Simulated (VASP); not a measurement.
# SrO (P6_3/mmc) in VASP: notebook, part 2 of 2

VASP 6.6.1. The steps go on from the part before.

### Step 5. Single point, PBEsol+D3(BJ)

This run uses another cell than the first one, of 17.00 Å³/atom.

File INCAR:

```
SYSTEM = SrO
  PREC = Accurate
  ENCUT = 600
  EDIFF = 1E-6
  ISMEAR = 1
  SIGMA = 0.02
  LREAL = .FALSE.
  LASPH = .TRUE.
  NELM = 120
  ALGO = Normal
  ISIF = 2
  LWAVE = .FALSE.
  LCHARG = .FALSE.
  GGA = PS
  IVDW = 12
  NBANDS = 24
  GGA_COMPAT = .FALSE.
```

File KPOINTS:

```
Automatic mesh
0
G
  6 6 3
  0 0 0
```

File POSCAR:

```
SrO
1.0
    3.5532880900      0.0000000000      0.0000000000
   -1.7766440500      3.0772377500      0.0000000000
    0.0000000000      0.0000000000      6.2173039800
Sr O
2 2
Direct
    0.3333333333      0.6666666667      0.2500000000
    0.6666666667      0.3333333333      0.7500000000
    0.0000000000      0.0000000000      0.0000000000
    0.0000000000      0.0000000000      0.5000000000
```

Potentials or basis: VASP PAW PBE potentials, release 64 (Sr_sv, O).

Started as:

```bash
> cat potpaw_PBE.64/Sr_sv/POTCAR potpaw_PBE.64/O/POTCAR > POTCAR
> mpirun -np 1 vasp_std > vasp.out
```

OUTCAR:

```text
SYSTEM = SrO
   PREC = Accurate
   ENCUT = 600
   EDIFF = 1E-6
   ISMEAR = 1
   LREAL = .FALSE.
   LASPH = .TRUE.
   NELM = 120
   ISIF = 2
   GGA = PS
   IVDW = 12
 IVDW          = 12

 ion  position               nearest neighbor table
   1  0.333  0.667  0.250-   3 2.57   4 2.57   3 2.57   4 2.57   3 2.57   4 2.57   2 3.72   2 3.72
                             2 3.72   2 3.72   2 3.72   2 3.72
   2  0.667  0.333  0.750-   3 2.57   4 2.57   3 2.57   4 2.57   3 2.57   4 2.57   1 3.72   1 3.72
                             1 3.72   1 3.72   1 3.72   1 3.72
   3  0.000  0.000  0.000-   1 2.57   2 2.57   2 2.57   1 2.57   1 2.57   2 2.57
   4  0.000  0.000  0.500-   1 2.57   2 2.57   2 2.57   1 2.57   1 2.57   2 2.57

  LATTYP: Found a hexagonal cell.
 ALAT       =     3.5532880900
 C/A-ratio  =     1.7497325920

  Lattice vectors:

 A1 = (   3.5532880900,   0.0000000000,   0.0000000000)
 A2 = (  -1.7766440500,   3.0772377500,   0.0000000000)
 A3 = (   0.0000000000,   0.0000000000,   6.2173039800)

Analysis of symmetry for initial positions (statically):
=====================================================================
 Subroutine PRICEL returns:
 Original cell was already a primitive cell.

 Routine SETGRP: Setting up the symmetry group for a
 hexagonal supercell.

 Subroutine GETGRP returns: Found 24 space group operations
 (whereof 12 operations were pure point group operations)
 out of a pool of 24 trial point group operations.

The static configuration has the point symmetry D_3d.
 The point group associated with its full space group is D_6h.

Analysis of symmetry for dynamics (positions and initial velocities):
=====================================================================
 Subroutine PRICEL returns:
 Original cell was already a primitive cell.

 Routine SETGRP: Setting up the symmetry group for a
 hexagonal supercell.

 Subroutine GETGRP returns: Found 24 space group operations
 (whereof 12 operations were pure point group operations)
[... 114 lines left out ...]
   IMIX   =      4    mixing-type and parameters
     AMIX     =   0.40;   BMIX     =  1.00
     AMIX_MAG =   1.60;   BMIX_MAG =  1.00
  volume/ion in A,a.u.               =      17.00       114.69
  Fermi-wavevector in a.u.,A,eV,Ry     =   1.273484  2.406537 22.065419  1.621763
  Thomas-Fermi vector in A             =   2.406305
   LORBIT       =      0    0 simple, 1 ext, 2 COOP (PROOUT), +10 PAW based schemes
   GGA     = PS    functional components
   LHFCALC =     F    Hartree Fock is set to
   AEXX    =    0.0000 exact exchange contribution
   IVDW    =    12    specifies the selected vdW correction
   LEPSILON=     F    determine dielectric tensor
   LRPA    =     F    only Hartree local field effects (RPA)
 non-spin polarized calculation
 Methfessel and Paxton  Order N= 1 SIGMA  =   0.02
  energy-cutoff  :      600.00
  volume of cell :       67.98
 maximum number of plane-waves:      2295
   NGX = 15   NGY = 15   NGZ = 25

 number of electron      32.0000002 magnetization

 Free energy of the ion-electron system (eV)
  ---------------------------------------------------
  ext. energy  EPLUGINS =         0.00000000
  ---------------------------------------------------
  free energy    TOTEN  =       -24.94953272 eV

  energy without entropy =      -24.94954346  energy(sigma->0) =      -24.94953630

 E-fermi :   2.0506     XC(G=0): -10.2664

 val. band max:        2.0337806117   @ k =   0.0000   0.0000   0.0000
 cond. band min:       4.9625092346   @ k =   0.0000   0.0000   0.0000
 fundamental gap:      2.9287286229
 Fermi energy:         2.0506182561

 k-point     1 :       0.0000    0.0000    0.0000
  band No.  band energies     occupation
      1     -30.8025      2.00000
      2     -30.6919      2.00000
      3     -14.9852      2.00000
      4     -13.4289      2.00000
      5     -12.4893      2.00000
      6     -12.4893      2.00000
[... 367 lines left out ...]
     23      11.7744      0.00000
     24      11.7829      0.00000

------------------------ aborting loop because EDIFF is reached ----------------------------------------

 Edisp (eV)   -1.04263

 E8    (eV) :    -0.7514

  FORCE on cell =-STRESS in cart. coord.  units (eV):
  Direction    XX          YY          ZZ          XY          YZ          ZX
  --------------------------------------------------------------------------------------
  -------------------------------------------------------------------------------------
  Total      -1.79041    -1.79041    -2.05397     0.00000     0.00000     0.00000
  in kB     -42.19588   -42.19588   -48.40731     0.00000     0.00000     0.00000
  external pressure =      -44.27 kB  Pullay stress =        0.00 kB

 VOLUME and BASIS-vectors are now :
 -----------------------------------------------------------------------------
  energy-cutoff  :      600.00
  volume of cell :       67.98
      direct lattice vectors                 reciprocal lattice vectors
     3.553288090  0.000000000  0.000000000     0.281429475  0.162483383  0.000000000
    -1.776644050  3.077237750  0.000000000     0.000000000  0.324966766  0.000000000
     0.000000000  0.000000000  6.217303980     0.000000000  0.000000000  0.160841420

 POSITION                                       TOTAL-FORCE (eV/Angst)
 -----------------------------------------------------------------------------------
     -0.00000      2.05149      1.55433         0.000000      0.000000      0.000000
      1.77664      1.02575      4.66298        -0.000000     -0.000000      0.000000
      0.00000      0.00000      0.00000        -0.000000      0.000000      0.000000
      0.00000      0.00000      3.10865        -0.000000      0.000000      0.000000
 -----------------------------------------------------------------------------------
    total drift:                                0.000000     -0.000000      0.000000

  FREE ENERGIE OF THE ION-ELECTRON SYSTEM (eV)
  ---------------------------------------------------
  free  energy   TOTEN  =       -25.9921632102 eV

  energy  without entropy=      -25.9921739471  energy(sigma->0) =      -25.99216679
```

It took 13 s on 1 thread of Intel Xeon 6975P-C (Granite Rapids), shared host; peak memory 0.2 GiB.

Results:

- Free energy: -25.9922 eV
- Pressure: -4.4 GPa
- Band gap on the k mesh: 2.93 eV
- Dispersion energy per atom: -0.261 eV

Stress tensor (GPa, compression positive):
```
-4.22  0.00  0.00
 0.00 -4.22  0.00
 0.00  0.00 -4.84
```

Levels at points of the mesh, in eV from the valence-band top:
```tsv
k point	band 13	band 14	band 15	band 16	band 17	band 18	band 19	band 20
(0.00, 0.00, 0.00)	-1.04	-0.78	-0.78	0.00	2.93	4.95	5.05	6.14
(0.50, 0.00, 0.00)	-1.45	-1.37	-0.54	-0.25	2.96	5.62	5.90	8.15
```

Caveat: three body term missing; the cell stands under tension; the PAW data sets were made with another functional, which shifts forces and pressure a little.

### Step 6. Single point, PBEsol+D3(BJ)

This run uses another cell than the first one, of 17.68 Å³/atom.

File INCAR:

```
SYSTEM = SrO
PREC = Accurate ; ENCUT = 600
EDIFF = 1E-6 ; ISMEAR = 1
SIGMA = 0.02 ; LREAL = .FALSE.
LASPH = .TRUE. ; NELM = 120
ALGO = Normal ; ISIF = 2
LWAVE = .FALSE. ; LCHARG = .FALSE.
GGA = PS ; IVDW = 12
NBANDS = 24 ; GGA_COMPAT = .FALSE.
```

File KPOINTS:

```
regular mesh
0
G
  6 6 3
  0 0 0
```

File POSCAR:

```
SrO
1.0
    3.6000472429      0.0000000000      0.0000000000
   -1.8000236265      3.1177323642      0.0000000000
    0.0000000000      0.0000000000      6.2991199937
Sr O
2 2
Direct
    0.3333333333      0.6666666667      0.2500000000
    0.6666666667      0.3333333333      0.7500000000
    0.0000000000      0.0000000000      0.0000000000
    0.0000000000      0.0000000000      0.5000000000
```

Potentials or basis: VASP PAW PBE potentials, release 64 (Sr_sv, O).

Started as:

```bash
> cat potpaw_PBE.64/Sr_sv/POTCAR potpaw_PBE.64/O/POTCAR > POTCAR
> mpirun -np 1 vasp_std > vasp.out
```

OUTCAR:

```text
SYSTEM = SrO
   PREC = Accurate
   ENCUT = 600
   EDIFF = 1E-6
   ISMEAR = 1
   LREAL = .FALSE.
   LASPH = .TRUE.
   NELM = 120
   ISIF = 2
   GGA = PS
   IVDW = 12
 IVDW          = 12

 ion  position               nearest neighbor table
   1  0.333  0.667  0.250-   3 2.61   4 2.61   3 2.61   4 2.61   3 2.61   4 2.61   2 3.77   2 3.77
                             2 3.77   2 3.77   2 3.77   2 3.77
   2  0.667  0.333  0.750-   3 2.61   4 2.61   3 2.61   4 2.61   3 2.61   4 2.61   1 3.77   1 3.77
                             1 3.77   1 3.77   1 3.77   1 3.77
   3  0.000  0.000  0.000-   1 2.61   2 2.61   2 2.61   1 2.61   1 2.61   2 2.61
   4  0.000  0.000  0.500-   1 2.61   2 2.61   2 2.61   1 2.61   1 2.61   2 2.61

  LATTYP: Found a hexagonal cell.
 ALAT       =     3.6000472429
 C/A-ratio  =     1.7497325920

  Lattice vectors:

 A1 = (   3.6000472429,   0.0000000000,   0.0000000000)
 A2 = (  -1.8000236265,   3.1177323642,   0.0000000000)
 A3 = (   0.0000000000,   0.0000000000,   6.2991199937)

Analysis of symmetry for initial positions (statically):
=====================================================================
 Subroutine PRICEL returns:
 Original cell was already a primitive cell.

[... 168 lines left out ...]
 cond. band min:       4.5431726876   @ k =   0.0000   0.0000   0.0000
 fundamental gap:      2.7131033143
 Fermi energy:         1.8469070177

 k-point     1 :       0.0000    0.0000    0.0000
  band No.  band energies     occupation
      1     -31.1170      2.00000
      2     -31.0248      2.00000
      3     -15.0537      2.00000
      4     -13.5532      2.00000
      5     -12.8434      2.00000
      6     -12.8434      2.00000
[... 367 lines left out ...]
     23      11.2976      0.00000
     24      11.3022      0.00000

------------------------ aborting loop because EDIFF is reached ----------------------------------------

 Edisp (eV)   -1.00108

 E8    (eV) :    -0.7213

  FORCE on cell =-STRESS in cart. coord.  units (eV):
  Direction    XX          YY          ZZ          XY          YZ          ZX
  --------------------------------------------------------------------------------------
  -------------------------------------------------------------------------------------
  Total      -3.01339    -3.01339    -3.49984     0.00000     0.00000     0.00000
  in kB     -68.28709   -68.28709   -79.31063     0.00000     0.00000     0.00000
  external pressure =      -71.96 kB  Pullay stress =        0.00 kB

 VOLUME and BASIS-vectors are now :
 -----------------------------------------------------------------------------
  energy-cutoff  :      600.00
  volume of cell :       70.70
      direct lattice vectors                 reciprocal lattice vectors
     3.600047243  0.000000000  0.000000000     0.277774133  0.160372971  0.000000000
    -1.800023627  3.117732364  0.000000000     0.000000000  0.320745941  0.000000000
     0.000000000  0.000000000  6.299119994     0.000000000  0.000000000  0.158752334

 POSITION                                       TOTAL-FORCE (eV/Angst)
 -----------------------------------------------------------------------------------
     -0.00000      2.07849      1.57478         0.000000      0.000000      0.000000
      1.80002      1.03924      4.72434        -0.000000      0.000000     -0.000000
      0.00000      0.00000      0.00000        -0.000000      0.000000      0.000000
      0.00000      0.00000      3.14956        -0.000000      0.000000      0.000000
 -----------------------------------------------------------------------------------
    total drift:                               -0.000000      0.000000     -0.000000

  FREE ENERGIE OF THE ION-ELECTRON SYSTEM (eV)
  ---------------------------------------------------
  free  energy   TOTEN  =       -25.8955702345 eV

  energy  without entropy=      -25.8955809714  energy(sigma->0) =      -25.89557381
```

OSZICAR:

```text
N       E                     dE             d eps       ncg     rms          rms(c)
DAV:   1     0.184695378691E+03    0.18470E+03   -0.17507E+04   672   0.142E+03
DAV:   2    -0.175646243324E+02   -0.20226E+03   -0.19089E+03   936   0.304E+02
DAV:   3    -0.287977981295E+02   -0.11233E+02   -0.11152E+02   992   0.625E+01
DAV:   4    -0.290837861428E+02   -0.28599E+00   -0.28581E+00   944   0.779E+00
DAV:   5    -0.290859732591E+02   -0.21871E-02   -0.21871E-02   928   0.790E-01    0.219E+01
DAV:   6    -0.251862667530E+02    0.38997E+01   -0.17449E+01   728   0.227E+01    0.261E+01
DAV:   7    -0.250104353309E+02    0.17583E+00   -0.14248E+00   944   0.640E+00    0.173E+01
DAV:   8    -0.249071932149E+02    0.10324E+00   -0.66271E-01   672   0.530E+00    0.187E+00
DAV:   9    -0.248925540664E+02    0.14639E-01   -0.54359E-02  1032   0.162E+00    0.513E-01
DAV:  10    -0.248941059343E+02   -0.15519E-02   -0.65717E-03   872   0.427E-01    0.204E-01
DAV:  11    -0.248944359947E+02   -0.33006E-03   -0.96674E-04   712   0.176E-01    0.254E-02
DAV:  12    -0.248944897312E+02   -0.53736E-04   -0.10280E-04   952   0.536E-02    0.409E-02
DAV:  13    -0.248944882034E+02    0.15278E-05   -0.10494E-05   744   0.224E-02    0.728E-03
DAV:  14    -0.248944884400E+02   -0.23660E-06   -0.16946E-06   672   0.789E-03
   1 F= -.25895570E+02 E0= -.25895574E+02  d E =0.107369E-04
```

It took 18 s on 1 thread of Intel Xeon 6975P-C (Granite Rapids), shared host; peak memory 0.22 GiB.

Results:

- Free energy: -25.8956 eV
- Pressure: -7.2 GPa
- Band gap on the k mesh: 2.71 eV
- Dispersion energy per atom: -0.250 eV

Stress tensor (GPa, compression positive):
```
-6.83  0.00  0.00
 0.00 -6.83  0.00
 0.00  0.00 -7.93
```

Levels at points of the mesh, in eV from the valence-band top:
| k point | band 12 | band 13 | band 14 | band 15 | band 16 | band 17 | band 18 | band 19 | band 20 | band 21 |
| --- | --- | --- | --- | --- | --- | --- | --- | --- | --- | --- |
| (0.00, 0.00, 0.00) | -0.98 | -0.98 | -0.73 | -0.73 | 0.00 | 2.71 | 4.85 | 5.02 | 6.05 | 6.05 |
| (0.50, 0.00, 0.00) | -1.45 | -1.36 | -1.36 | -0.53 | -0.24 | 2.96 | 5.47 | 5.77 | 7.96 | 8.30 |

Caveat: three body term missing; the cell stands under tension; the PAW data sets were made with another functional, which shifts forces and pressure a little.

### Step 7. Overview

| cell | gap on the mesh (eV) | pressure (GPa) |
| --- | --- | --- |
| a = 3.405, b = 3.405, c = 5.958 Å, angles 90.0, 90.0, 120.0°, 4 atoms | 2.94 | 8.9 |
| a = 3.456, b = 3.456, c = 6.047 Å, angles 90.0, 90.0, 120.0°, 4 atoms | 2.95 | 3.4 |
| a = 3.505, b = 3.505, c = 6.133 Å, angles 90.0, 90.0, 120.0°, 4 atoms | 2.96 | -0.9 |
| a = 3.553, b = 3.553, c = 6.217 Å, angles 90.0, 90.0, 120.0°, 4 atoms | 2.93 | -4.4 |
| a = 3.600, b = 3.600, c = 6.299 Å, angles 90.0, 90.0, 120.0°, 4 atoms | 2.71 | -7.2 |

Alike in all rows: task single point; level PBEsol+D3(BJ); potentials or basis VASP PAW PBE potentials, release 64 (Sr_sv, O); no spin polarisation; k mesh 6 × 6 × 3; cutoff (eV) 600; smearing methfessel-paxton 0.02 eV.

Caveats: three body term missing; the PAW data sets were made with another functional, which shifts forces and pressure a little; the cell stands under pressure (at least some runs); the cell stands under tension (at least some runs).

Absolute energies hang on the potentials; compare differences alone.
